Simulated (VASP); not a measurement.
# SbAuSe3 (P4mm) in VASP: relaxation of cell and atoms with PBE

Aim: the relaxation of cell and atoms of SbAuSe3 with PBE.

All numbers are computed with VASP 6.6.1; they aren't measurements. Logs are shortened: lines on timing, memory, paths and dates and some standing lists are left out, and cuts for length are marked.

## (1) The cell of the first run

The structure is tetragonal, space group P4mm (No. 99). The conventional cell has a = 4.730 Å, b = 4.730 Å, c = 4.789 Å, α = 90.00°, β = 90.00°, γ = 90.00°. Within 4.4 Å of Sb (site symmetry 4mm) lie 12 Se at 3.31 to 3.42 Å and 8 Au at 4.07 to 4.16 Å. Within 2.9 Å of Se (site symmetry 4mm) lie 2 Au at 2.20 to 2.59 Å. Se (site symmetry 2mm) has 2 Au at 2.37 Å within 3.1 Å. Au (site symmetry 4mm) has 6 Se at 2.20 to 2.59 Å within 2.9 Å.

## (2) Relaxation of cell and atoms, PBE

Input file INCAR:

```
PREC = Accurate
ENCUT = 600
EDIFF = 1E-6
ISMEAR = 0
SIGMA = 0.1
LREAL = False
LASPH = True
NELM = 60
ALGO = Normal
ISIF = 3
LWAVE = False
LCHARG = False
GGA = PE
IBRION = 2
NSW = 90
EDIFFG = -0.04
```

Input file KPOINTS:

```
regular mesh
0
Gamma
  4 4 4
```

Input file POSCAR:

```
SbAuSe3
1.0
    4.7299135189      0.0000000000      0.0000000000
    0.0000000000      4.7299135189      0.0000000000
    0.0000000000      0.0000000000      4.7891856182
Sb Se Au
1 3 1
Direct
    0.0000000000      0.0000000000      0.0000000000
    0.5000000000      0.5000000000      0.9750000000
    0.0000000000      0.5000000000      0.4850000000
    0.5000000000      0.0000000000      0.4850000000
    0.5000000000      0.5000000000      0.5150000000
```

Potentials or basis: VASP PAW PBE potentials, release 64 (Sb, Se, Au).

The run is started by

```console
> cat potpaw_PBE.64/Sb/POTCAR potpaw_PBE.64/Se/POTCAR potpaw_PBE.64/Au/POTCAR > POTCAR
> mpirun -np 1 vasp_std > vasp.out
```

OUTCAR:

```text
PREC = Accurate
   ENCUT = 600
   EDIFF = 1E-6
   ISMEAR = 0
   LREAL = False
   LASPH = True
   NELM = 60
   ISIF = 3
   GGA = PE
   IBRION = 2
   NSW = 90
   EDIFFG = -0.04

 ion  position               nearest neighbor table
   1  0.000  0.000  0.000-
   2  0.500  0.500  0.975-   5 2.20   5 2.59
   3  0.000  0.500  0.485-   5 2.37   5 2.37
   4  0.500  0.000  0.485-   5 2.37   5 2.37
   5  0.500  0.500  0.515-   2 2.20   3 2.37   4 2.37   4 2.37   3 2.37   2 2.59

  LATTYP: Found a simple tetragonal cell.
 ALAT       =     4.7299135189
 C/A-ratio  =     1.0125313283

  Lattice vectors:

 A1 = (   4.7299135189,   0.0000000000,   0.0000000000)
 A2 = (   0.0000000000,   4.7299135189,   0.0000000000)
 A3 = (   0.0000000000,   0.0000000000,   4.7891856182)

Analysis of symmetry for initial positions (statically):
=====================================================================
 Subroutine PRICEL returns:
 Original cell was already a primitive cell.

 Routine SETGRP: Setting up the symmetry group for a
 simple tetragonal supercell.

 Subroutine GETGRP returns: Found  8 space group operations
 (whereof  8 operations were pure point group operations)
 out of a pool of 16 trial point group operations.

The static configuration has the point symmetry C_4v.

Analysis of symmetry for dynamics (positions and initial velocities):
=====================================================================
 Subroutine PRICEL returns:
 Original cell was already a primitive cell.

 Routine SETGRP: Setting up the symmetry group for a
 simple tetragonal supercell.

 Subroutine GETGRP returns: Found  8 space group operations
 (whereof  8 operations were pure point group operations)
 out of a pool of 16 trial point group operations.

The dynamic configuration has the point symmetry C_4v.

 Subroutine INISYM returns: Found  8 space group operations
 (whereof  8 operations are pure point group operations),
 and found     1 'primitive' translations

----------------------------------------------------------------------------------------

                                     Primitive cell

  volume of cell :     107.1441

  direct lattice vectors                    reciprocal lattice vectors
     4.729913519  0.000000000  0.000000000     0.211420356  0.000000000  0.000000000
     0.000000000  4.729913519  0.000000000     0.000000000  0.211420356  0.000000000
     0.000000000  0.000000000  4.789185618     0.000000000  0.000000000  0.208803767

  length of vectors
     4.729913519  4.729913519  4.789185618     0.211420356  0.211420356  0.208803767

  position of ions in fractional coordinates (direct lattice)
     0.000000000  0.000000000  0.000000000
     0.500000000  0.500000000  0.975000000
     0.000000000  0.500000000  0.485000000
     0.500000000  0.000000000  0.485000000
     0.500000000  0.500000000  0.515000000

  ion indices of the primitive-cell ions
   primitive index   ion index
                 1           1
                 2           2
                 3           3
                 4           4
                 5           5

----------------------------------------------------------------------------------------

 KPOINTS: regular mesh

Automatic generation of k-mesh.
 Grid dimensions read from file:
 generate k-points for:    4    4    4

 Generating k-lattice:

  Cartesian coordinates                     Fractional coordinates (reciprocal lattice)
     0.052855089  0.000000000  0.000000000     0.250000000  0.000000000  0.000000000
     0.000000000  0.052855089  0.000000000     0.000000000  0.250000000  0.000000000
     0.000000000  0.000000000  0.052200942     0.000000000  0.000000000  0.250000000

  Length of vectors
     0.052855089  0.052855089  0.052200942

  Shift w.r.t. Gamma in fractional coordinates (k-lattice)
     0.000000000  0.000000000  0.000000000

 Subroutine IBZKPT returns following result:
 ===========================================

 Found     18 irreducible k-points:

 Following reciprocal coordinates:
            Coordinates               Weight
  0.000000  0.000000  0.000000      1.000000
  0.250000  0.000000  0.000000      4.000000
  0.500000  0.000000  0.000000      2.000000
  0.250000  0.250000  0.000000      4.000000
  0.500000  0.250000  0.000000      4.000000
  0.500000  0.500000  0.000000      1.000000
[... 10 lines left out ...]
  0.500000  0.250000  0.500000      4.000000
  0.500000  0.500000  0.500000      1.000000
   k-points           NKPTS =     18   k-points in BZ     NKDIM =     18   number of bands    NBANDS=     21
   number of dos      NEDOS =    301   number of ions     NIONS =      5
   total plane-waves  NPLWV =  64000
   dimension x,y,z NGX =    40 NGY =   40 NGZ =   40
   dimension x,y,z NGXF=    80 NGYF=   80 NGZF=   80
   ions per type =               1   3   1
   NGX,Y,Z   is equivalent  to a cutoff of  14.06, 14.06, 13.89 a.u.
   NGXF,Y,Z  is equivalent  to a cutoff of  28.12, 28.12, 27.77 a.u.
 SYSTEM =  unknown system
   PREC   = accura    normal or accurate (medium, high low for compatibility)
   ISTART =      0    job   : 0-new  1-cont  2-samecut
   ICHARG =      2    charge: 1-file 2-atom 10-const
   ISPIN  =      1    spin polarized calculation?
   LNONCOLLINEAR =      F non collinear calculations
   LSORBIT =      F    spin-orbit coupling
   LASPH  =      T    aspherical Exc in radial PAW
   ENCUT  =  600.0 eV  44.10 Ry    6.64 a.u.   9.45  9.45  9.57*2*pi/ulx,y,z
   NELM   =     60;   NELMIN=  2; NELMDL= -5     # of ELM steps
   EDIFF  = 0.1E-05   stopping-criterion for ELM
   LREAL  =      F    real-space projection
   EDIFFG = -.4E-01   stopping-criterion for IOM
   NSW    =     90    number of steps for IOM
   IBRION =      2    ionic relax: 0-MD 1-quasi-New 2-CG
   NFREE  =      1    steps in history (QN), initial steepest desc. (CG)
   ISIF   =      3    stress and relaxation
   ISYM   =      2    0-nonsym 1-usesym 2-fastsym
   POTIM  = 0.5000    time-step for ionic-motion
   TEBEG  =    0.0;   TEEND  =   0.0 temperature during run
   PSTRESS=    0.0 pullay stress
   NELECT =      34.0000    total number of electrons
   NUPDOWN=      -1.0000    fix difference up-down
   EMIN   =  10.00;   EMAX   =-10.00  energy-range for DOS
   EFERMI =   0.00;   METHOD = LEGACY
   ISMEAR =     0;   SIGMA  =   0.10  broadening in eV -4-tet -1-fermi 0-gaus
   EFERMI_NEDOS =   21; number of points for ismear=-14 and -15
   IALGO  =     38    algorithm
   IMIX   =      4    mixing-type and parameters
     AMIX     =   0.40;   BMIX     =  1.00
     AMIX_MAG =   1.60;   BMIX_MAG =  1.00
  volume/ion in A,a.u.               =      21.43       144.61
  Fermi-wavevector in a.u.,A,eV,Ry     =   1.116636  2.110137 16.964789  1.246877
  Thomas-Fermi vector in A             =   2.253252
   LORBIT       =      0    0 simple, 1 ext, 2 COOP (PROOUT), +10 PAW based schemes
   GGA     = PE    functional components
   LHFCALC =     F    Hartree Fock is set to
   AEXX    =    0.0000 exact exchange contribution
   IVDW    =     0    specifies the selected vdW correction
   LEPSILON=     F    determine dielectric tensor
   LRPA    =     F    only Hartree local field effects (RPA)
 conjugate gradient relaxation of ions
 non-spin polarized calculation
 Gauss-broadening in eV      SIGMA  =   0.10
  energy-cutoff  :      600.00
  volume of cell :      107.14
 maximum number of plane-waves:      3631
 NGX is ok and might be reduce to    40
   NGX = 19   NGY = 19   NGZ = 19

--------------------------------------- Ionic step        1  -------------------------------------------

 number of electron      33.9999999 magnetization

 Free energy of the ion-electron system (eV)
  ---------------------------------------------------
  ext. energy  EPLUGINS =         0.00000000
  ---------------------------------------------------
  free energy    TOTEN  =       -14.05770262 eV

  energy without entropy =      -14.04094766  energy(sigma->0) =      -14.04932514

 E-fermi :   6.8502     XC(G=0): -10.5686

 val. band max:        6.8404416334   @ k =   0.2500   0.0000   0.2500
 cond. band min:       6.9350685695   @ k =   0.5000   0.0000   0.5000
 fundamental gap:      0.0946269361
 Fermi energy:         6.8502090220

 k-point     1 :       0.0000    0.0000    0.0000
  band No.  band energies     occupation
      1      -8.8282      2.00000
      2      -6.8222      2.00000
      3      -6.7434      2.00000
      4      -1.7756      2.00000
      5       0.1851      2.00000
      6       0.1851      2.00000
[... 531 lines left out ...]
  FREE ENERGIE OF THE ION-ELECTRON SYSTEM (eV)
  ---------------------------------------------------
  free  energy   TOTEN  =       -15.4897927497 eV

  energy  without entropy=      -15.4710107671  energy(sigma->0) =      -15.48040176

[... ionic steps 4 to 35 ...]

--------------------------------------- Ionic step       36  -------------------------------------------

 number of electron      34.0000001 magnetization

------------------------ aborting loop because EDIFF is reached ----------------------------------------

  FORCE on cell =-STRESS in cart. coord.  units (eV):
  Direction    XX          YY          ZZ          XY          YZ          ZX
  --------------------------------------------------------------------------------------
  -------------------------------------------------------------------------------------
  Total       -0.0562168     -0.0562168     -0.1896412      0.0000000      0.0000000      0.0000000
  in kB       -0.6588164     -0.6588164     -2.2224430      0.0000000      0.0000000      0.0000000
  external PRESSURE =      -1.1800253 kB  Pullay stress =       0.0000000 kB
[... 63 lines left out ...]
  energy  without entropy=      -17.3556373604  energy(sigma->0) =      -17.36011754

--------------------------------------- Ionic step       38  -------------------------------------------

 number of electron      34.0000001 magnetization

 Free energy of the ion-electron system (eV)
  ---------------------------------------------------
  ext. energy  EPLUGINS =         0.00000000
  ---------------------------------------------------
  free energy    TOTEN  =       -17.36500620 eV

  energy without entropy =      -17.35590190  energy(sigma->0) =      -17.36045405

 E-fermi :   3.8951     XC(G=0):  -9.1887

 val. band max:        3.8666150387   @ k =   0.5000   0.0000   0.0000
 cond. band min:       3.9001286963   @ k =   0.0000   0.0000   0.2500
 fundamental gap:      0.0335136576
 Fermi energy:         3.8951296878

 k-point     1 :       0.0000    0.0000    0.0000
  band No.  band energies     occupation
      1     -10.6008      2.00000
      2      -8.7288      2.00000
      3      -7.8187      2.00000
      4      -4.4164      2.00000
      5      -1.8730      2.00000
      6      -1.8730      2.00000
[... 453 lines left out ...]
  FREE ENERGIE OF THE ION-ELECTRON SYSTEM (eV)
  ---------------------------------------------------
  free  energy   TOTEN  =       -17.3650061974 eV

  energy  without entropy=      -17.3559018983  energy(sigma->0) =      -17.36045405

 reached required accuracy - stopping structural energy minimisation
```

Run time: 14 min. Hardware: 1 thread of Intel Xeon Platinum 8559C (Emerald Rapids), shared host; peak memory 0.29 GiB.

What came out:

```
Free energy                            : -17.3650 eV
Relaxed volume                         : 27.31 Å³/atom
Relaxed cell                           : a = 4.888 Å, b = 4.888 Å, c = 5.714 Å, α = 90.00°, β = 90.00°, γ = 90.00°
Space group after relaxing (to 0.05 Å) : P4mm (No. 99)
Energy gained by relaxing              : 661.5 meV/atom
Ionic steps                            : 38
Pressure after relaxing                : 0.0 GPa
Largest force after relaxing           : 0.030 eV/Å
Band gap on the k mesh                 : zero (band 17 reaches 4.79 eV, above the bottom of band 18 at 3.26 eV)
```

Forces on the atoms (eV/Å):
```
Sb   0.000  0.000  0.018
Se   0.000  0.000  0.019
Se   0.000  0.000 -0.004
Se   0.000  0.000 -0.004
Au   0.000  0.000 -0.030
```

Step by step:
```tsv
step	energy change (eV)	largest force (eV/Å)	pressure (GPa)	volume (Å³)
1	0.0000	5.2350	20.30	107.14
2	-0.5426	1.5205	-6.09	154.96
3	-1.4321	0.8716	0.53	128.02
4	-1.4336	0.8378	0.79	127.51
5	-1.4341	0.8075	1.00	127.08
6	-1.4826	0.5872	-0.69	130.23
7	-1.4859	0.6336	-1.17	131.31
8	-1.5387	0.8345	-0.92	130.82
9	-1.7202	1.6000	0.13	129.37
10	-1.8669	5.0411	4.15	126.49
11	-1.8787	3.2815	2.10	127.70
12	-1.8948	3.9076	2.83	127.22
13	-1.8998	3.9453	2.88	127.20
14	-1.9141	4.0610	3.02	127.12
15	-1.9396	4.2993	3.33	126.97
16	-1.9761	4.8076	3.99	126.67
17	-1.9821	5.9430	5.57	126.07
18	-2.0755	5.8303	5.62	126.22
19	-2.3134	5.4700	5.92	126.65
20	-2.4973	4.5090	7.29	127.46
21	-2.6984	3.5718	5.71	128.78
22	-3.0818	1.7454	1.87	132.77
23	-3.2139	0.6710	-2.73	140.94
24	-3.2345	0.5221	-1.97	139.10
25	-3.2365	0.6114	-1.59	138.29
26	-3.2515	0.5500	-1.27	137.52
27	-3.2799	0.3526	-0.16	135.20
28	-3.2527	0.2858	2.53	130.62
29	-3.2842	0.2421	0.48	134.00
30	-3.2874	0.2089	0.38	134.28
31	-3.2939	0.1766	0.09	135.14
32	-3.2947	0.2852	-0.41	136.85
33	-3.2963	0.2448	-0.20	136.10
34	-3.2996	0.2106	-0.08	136.01
35	-3.3046	0.1116	0.30	135.74
36	-3.3069	0.0519	-0.12	136.71
37	-3.3069	0.0543	-0.14	136.77
38	-3.3073	0.0301	-0.02	136.55
```

Final structure:
```
Sb Se Au
1.0
     4.88828    0.00000    0.00000
     0.00000    4.88828    0.00000
     0.00000    0.00000    5.71442
Sb Se Au
1 3 1
Direct
  0.00000 0.00000 0.13657
  0.50000 0.50000 0.99959
  0.00000 0.50000 0.39346
  0.50000 0.00000 0.39346
  0.50000 0.50000 0.53691
```

Levels at points of the mesh, in eV from the Fermi level:
```tsv
k point	band 14	band 15	band 16	band 17	band 18	band 19	band 20	band 21
(0.00, 0.00, 0.00)	-1.50	-0.70	-0.62	-0.39	-0.39	0.15	1.54	2.84
(0.50, 0.00, 0.00)	-2.38	-1.81	-0.96	-0.67	-0.03	1.98	2.21	2.56
(0.50, 0.50, 0.00)	-2.52	-0.80	-0.80	-0.44	1.83	2.25	2.59	2.59
(0.00, 0.00, 0.50)	-1.49	-0.82	-0.82	-0.74	-0.64	-0.20	2.75	2.75
(0.50, 0.00, 0.50)	-1.62	-1.49	-0.83	-0.19	0.96	1.93	2.27	2.54
(0.50, 0.50, 0.50)	-0.43	0.03	0.03	0.89	1.82	2.63	2.63	3.19
```

Caveat: the volume moved by over 15 % at a fixed basis, so the end points are rough; spin-orbit coupling is left out, which moves the levels of the heavy elements.
